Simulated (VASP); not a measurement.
# Sc (P6_3/mmc) in VASP: further runs

The runs below take Sc through single point, relaxation of cell and atoms, with PBE.

Program: VASP 6.6.1. These are calculated values, not measurements. Logs are shortened: lines on timing, memory, paths and dates and some standing lists are left out, and cuts for length are marked.

## Step 1: The cell of the first run

The structure is hexagonal, space group P6_3/mmc (No. 194). The conventional cell has a = 3.319 Å, b = 3.319 Å, c = 5.166 Å, α = 90.00°, β = 90.00°, γ = 120.00°. Sc (site symmetry -6m2) has 12 Sc at 3.22 to 3.32 Å within 4.2 Å.

## Step 2: Single point, PBE

Input file INCAR:

```
  ALGO = Normal
  EDIFF = 1E-6
  ENCUT = 520
  GGA = PE
  ISIF = 2
  ISMEAR = -1
  LASPH = True
  LCHARG = False
  LREAL = False
  LWAVE = False
  NBANDS = 18
  NELM = 60
  PREC = Accurate
  SIGMA = 0.05
```

Input file KPOINTS:

```
k-points
0
Gamma
  15 15 8
```

Input file POSCAR:

```
Sc
1.0
    3.3193602502      0.0000000000      0.0000000000
   -1.6596801251      2.8746503010      0.0000000000
    0.0000000000      0.0000000000      5.1658152097
Sc
2
Direct
    0.3333333333      0.6666666667      0.2500000000
    0.6666666667      0.3333333333      0.7500000000
```

Potentials or basis: VASP PAW PBE potentials, release 64 (Sc_sv).

Started as:

```sh
$ cat potpaw_PBE.64/Sc_sv/POTCAR > POTCAR
$ mpirun -np 1 vasp_std > vasp.out
```

OUTCAR:

```text
EDIFF = 1E-6
   ENCUT = 520
   GGA = PE
   ISIF = 2
   ISMEAR = -1
   LASPH = True
   LREAL = False
   NELM = 60
   PREC = Accurate

 ion  position               nearest neighbor table
   1  0.333  0.667  0.250-   2 3.22   2 3.22   2 3.22   2 3.22   2 3.22   2 3.22
   2  0.667  0.333  0.750-   1 3.22   1 3.22   1 3.22   1 3.22   1 3.22   1 3.22

  LATTYP: Found a hexagonal cell.
 ALAT       =     3.3193602502
 C/A-ratio  =     1.5562683229

  Lattice vectors:

 A1 = (   3.3193602502,   0.0000000000,   0.0000000000)
 A2 = (  -1.6596801251,   2.8746503010,   0.0000000000)
 A3 = (   0.0000000000,   0.0000000000,   5.1658152097)

Analysis of symmetry for initial positions (statically):
=====================================================================
 Subroutine PRICEL returns:
 Original cell was already a primitive cell.

 Routine SETGRP: Setting up the symmetry group for a
 hexagonal supercell.

 Subroutine GETGRP returns: Found 24 space group operations
 (whereof 12 operations were pure point group operations)
 out of a pool of 24 trial point group operations.

The static configuration has the point symmetry D_3d.
 The point group associated with its full space group is D_6h.

Analysis of symmetry for dynamics (positions and initial velocities):
=====================================================================
 Subroutine PRICEL returns:
 Original cell was already a primitive cell.

 Routine SETGRP: Setting up the symmetry group for a
 hexagonal supercell.

 Subroutine GETGRP returns: Found 24 space group operations
 (whereof 12 operations were pure point group operations)
 out of a pool of 24 trial point group operations.

The dynamic configuration has the point symmetry D_3d.
 The point group associated with its full space group is D_6h.

 Subroutine INISYM returns: Found 24 space group operations
 (whereof 12 operations are pure point group operations),
 and found     1 'primitive' translations

----------------------------------------------------------------------------------------

                                     Primitive cell

  volume of cell :      49.2922

  direct lattice vectors                    reciprocal lattice vectors
     3.319360250  0.000000000  0.000000000     0.301262871  0.173934200  0.000000000
    -1.659680125  2.874650301  0.000000000     0.000000000  0.347868400  0.000000000
     0.000000000  0.000000000  5.165815210     0.000000000  0.000000000  0.193580289

  length of vectors
     3.319360250  3.319360250  5.165815210     0.347868400  0.347868400  0.193580289

  position of ions in fractional coordinates (direct lattice)
     0.333333333  0.666666667  0.250000000
     0.666666667  0.333333333  0.750000000

  ion indices of the primitive-cell ions
   primitive index   ion index
                 1           1
                 2           2

----------------------------------------------------------------------------------------

 KPOINTS: k-points

Automatic generation of k-mesh.
 Grid dimensions read from file:
 generate k-points for:   15   15    8

 Generating k-lattice:

  Cartesian coordinates                     Fractional coordinates (reciprocal lattice)
     0.020084191  0.011595613  0.000000000     0.066666667 -0.000000000  0.000000000
     0.000000000  0.023191227  0.000000000     0.000000000  0.066666667  0.000000000
     0.000000000  0.000000000  0.024197536     0.000000000  0.000000000  0.125000000

  Length of vectors
     0.023191227  0.023191227  0.024197536

  Shift w.r.t. Gamma in fractional coordinates (k-lattice)
     0.000000000  0.000000000  0.000000000

 Subroutine IBZKPT returns following result:
 ===========================================

 Found    135 irreducible k-points:

 Following reciprocal coordinates:
            Coordinates               Weight
  0.000000  0.000000  0.000000      1.000000
  0.066667 -0.000000  0.000000      6.000000
  0.133333  0.000000  0.000000      6.000000
  0.200000 -0.000000  0.000000      6.000000
  0.266667  0.000000  0.000000      6.000000
  0.333333  0.000000  0.000000      6.000000
[... 16 lines left out ...]
  0.333333  0.200000  0.000000     12.000000
  0.400000  0.200000  0.000000      6.000000
 [... further k-points ...]
   k-points           NKPTS =    135   k-points in BZ     NKDIM =    135   number of bands    NBANDS=     18
   number of dos      NEDOS =    301   number of ions     NIONS =      2
   total plane-waves  NPLWV =  31360
   dimension x,y,z NGX =    28 NGY =   28 NGZ =   40
   dimension x,y,z NGXF=    56 NGYF=   56 NGZF=   80
   ions per type =               2
   NGX,Y,Z   is equivalent  to a cutoff of  14.02, 14.02, 12.87 a.u.
   NGXF,Y,Z  is equivalent  to a cutoff of  28.05, 28.05, 25.75 a.u.
 SYSTEM =  unknown system
   PREC   = accura    normal or accurate (medium, high low for compatibility)
   ISTART =      0    job   : 0-new  1-cont  2-samecut
   ICHARG =      2    charge: 1-file 2-atom 10-const
   ISPIN  =      1    spin polarized calculation?
   LNONCOLLINEAR =      F non collinear calculations
   LSORBIT =      F    spin-orbit coupling
   LASPH  =      T    aspherical Exc in radial PAW
   ENCUT  =  520.0 eV  38.22 Ry    6.18 a.u.   6.17  6.17  9.60*2*pi/ulx,y,z
   NELM   =     60;   NELMIN=  2; NELMDL= -5     # of ELM steps
   EDIFF  = 0.1E-05   stopping-criterion for ELM
   LREAL  =      F    real-space projection
[... 7 lines left out ...]
   TEBEG  =    0.0;   TEEND  =   0.0 temperature during run
   PSTRESS=    0.0 pullay stress
   NELECT =      22.0000    total number of electrons
   NUPDOWN=      -1.0000    fix difference up-down
   EMIN   =  10.00;   EMAX   =-10.00  energy-range for DOS
   EFERMI =   0.00;   METHOD = LEGACY
   ISMEAR =    -1;   SIGMA  =   0.05  broadening in eV -4-tet -1-fermi 0-gaus
   EFERMI_NEDOS =   21; number of points for ismear=-14 and -15
   IALGO  =     38    algorithm
   IMIX   =      4    mixing-type and parameters
     AMIX     =   0.40;   BMIX     =  1.00
     AMIX_MAG =   1.60;   BMIX_MAG =  1.00
  volume/ion in A,a.u.               =      24.65       166.32
  Fermi-wavevector in a.u.,A,eV,Ry     =   1.251093  2.364223 21.296301  1.565234
  Thomas-Fermi vector in A             =   2.385057
   LORBIT       =      0    0 simple, 1 ext, 2 COOP (PROOUT), +10 PAW based schemes
   GGA     = PE    functional components
[... 5 lines left out ...]
 non-spin polarized calculation
  energy-cutoff  :      520.00
  volume of cell :       49.29
 maximum number of plane-waves:      1345
 NGX is ok and might be reduce to    28
   NGX = 13   NGY = 13   NGZ = 19

 number of electron      21.9999995 magnetization

 Free energy of the ion-electron system (eV)
  ---------------------------------------------------
  ext. energy  EPLUGINS =         0.00000000
  ---------------------------------------------------
  free energy    TOTEN  =       -12.51490276 eV

  energy without entropy =      -12.48109452  energy(sigma->0) =      -12.49799864

 E-fermi :   3.6791     XC(G=0):  -9.8772

 val. band max:        3.6715991915   @ k =   0.2667   0.2000   0.3750
 cond. band min:       3.6797344642   @ k =   0.4000   0.2000   0.3750
 fundamental gap:      0.0081352726
 Fermi energy:         3.6790541471

 k-point     1 :       0.0000    0.0000    0.0000
  band No.  band energies     occupation
      1     -45.7374      2.00000
      2     -45.6662      2.00000
      3     -24.5674      2.00000
      4     -24.2260      2.00000
      5     -24.2260      2.00000
      6     -24.1592      2.00000
[... 10 lines left out ...]
     17       5.9864      0.00000
     18       5.9864      0.00000

 k-point     2 :       0.0667   -0.0000    0.0000
  band No.  band energies     occupation
      1     -45.7354      2.00000
      2     -45.6655      2.00000
      3     -24.5616      2.00000
      4     -24.2370      2.00000
      5     -24.2299      2.00000
      6     -24.1708      2.00000
[... 10 lines left out ...]
     17       5.9070      0.00000
     18       5.9260      0.00000

 k-point     3 :       0.1333    0.0000    0.0000
  band No.  band energies     occupation
      1     -45.7294      2.00000
      2     -45.6637      2.00000
      3     -24.5447      2.00000
      4     -24.2682      2.00000
      5     -24.2406      2.00000
      6     -24.2032      2.00000
[... 10 lines left out ...]
     17       5.8887      0.00000
     18       5.9648      0.00000

 k-point     4 :       0.2000   -0.0000    0.0000
  band No.  band energies     occupation
      1     -45.7204      2.00000
      2     -45.6612      2.00000
      3     -24.5182      2.00000
      4     -24.3147      2.00000
      5     -24.2559      2.00000
      6     -24.2500      2.00000
[... 10 lines left out ...]
     17       6.1463      0.00000
     18       6.2471      0.00000

 k-point     5 :       0.2667    0.0000    0.0000
  band No.  band energies     occupation
      1     -45.7095      2.00000
      2     -45.6588      2.00000
      3     -24.4847      2.00000
      4     -24.3685      2.00000
      5     -24.3023      2.00000
      6     -24.2728      2.00000
[... 10 lines left out ...]
     17       6.4635      0.00000
     18       6.5987      0.00000

 k-point     6 :       0.3333    0.0000    0.0000
  band No.  band energies     occupation
      1     -45.6983      2.00000
      2     -45.6574      2.00000
      3     -24.4476      2.00000
      4     -24.4205      2.00000
      5     -24.3509      2.00000
      6     -24.2887      2.00000
[... 307 lines left out ...]
 k-point    21 :       0.2000    0.2000    0.0000
  band No.  band energies     occupation
      1     -45.6954      2.00000
      2     -45.6572      2.00000
      3     -24.4379      2.00000
      4     -24.3908      2.00000
      5     -24.3828      2.00000
      6     -24.2839      2.00000
[... 10 lines left out ...]
     17       6.9539      0.00000
     18       7.3363      0.00000

 k-point    22 :       0.2667    0.2000    0.0000
  band No.  band energies     occupation
      1     -45.6859      2.00000
      2     -45.6574      2.00000
      3     -24.4272      2.00000
      4     -24.4026      2.00000
      5     -24.3929      2.00000
      6     -24.3103      2.00000
[... 10 lines left out ...]
     17       7.3019      0.00000
     18       7.6287      0.00000

 k-point    23 :       0.3333    0.2000    0.0000
  band No.  band energies     occupation
      1     -45.6780      2.00000
      2     -45.6589      2.00000
      3     -24.4520      2.00000
      4     -24.3914      2.00000
      5     -24.3706      2.00000
      6     -24.3374      2.00000
[... 10 lines left out ...]
     17       7.4671      0.00000
     18       7.5758      0.00000

 k-point    24 :       0.4000    0.2000    0.0000
  band No.  band energies     occupation
      1     -45.6746      2.00000
      2     -45.6601      2.00000
      3     -24.4606      2.00000
      4     -24.3864      2.00000
      5     -24.3550      2.00000
      6     -24.3515      2.00000
[... 10 lines left out ...]
     17       7.4538      0.00000
     18       7.5731      0.00000

 [... further k-points ...]

------------------------ aborting loop because EDIFF is reached ----------------------------------------

  FORCE on cell =-STRESS in cart. coord.  units (eV):
  Direction    XX          YY          ZZ          XY          YZ          ZX
  --------------------------------------------------------------------------------------
  -------------------------------------------------------------------------------------
  Total        0.0066674      0.0066674      0.0080068      0.0000000      0.0000000     -0.0000000
  in kB        0.2167164      0.2167164      0.2602508      0.0000000      0.0000000     -0.0000000
  external PRESSURE =       0.2312279 kB  Pullay stress =       0.0000000 kB

 VOLUME and BASIS-vectors are now :
 -----------------------------------------------------------------------------
  energy-cutoff  :      520.00
  volume of cell :       49.29
      direct lattice vectors                 reciprocal lattice vectors
     3.319360250  0.000000000  0.000000000     0.301262871  0.173934200  0.000000000
    -1.659680125  2.874650301  0.000000000     0.000000000  0.347868400  0.000000000
     0.000000000  0.000000000  5.165815210     0.000000000  0.000000000  0.193580289

 POSITION                                       TOTAL-FORCE (eV/Angst)
 -----------------------------------------------------------------------------------
     -0.00000      1.91643      1.29145        -0.000000     -0.000000      0.000000
      1.65968      0.95822      3.87436         0.000000      0.000000      0.000000
 -----------------------------------------------------------------------------------
    total drift:                                0.000000     -0.000000      0.000000

  FREE ENERGIE OF THE ION-ELECTRON SYSTEM (eV)
  ---------------------------------------------------
  free  energy   TOTEN  =       -12.5149027572 eV

  energy  without entropy=      -12.4810945222  energy(sigma->0) =      -12.49799864
```

Run time: 93 s. Hardware: 1 thread of Intel Xeon Platinum 8375C at 2.90GHz (Ice Lake), shared host; peak memory 0.24 GiB.

What came out:

* Free energy: -12.5149 eV
* Pressure: 0.0 GPa
* Band gap on the k mesh: zero (band 11 reaches 4.66 eV, above the bottom of band 12 at 3.18 eV)

[end of part 1 of 2]
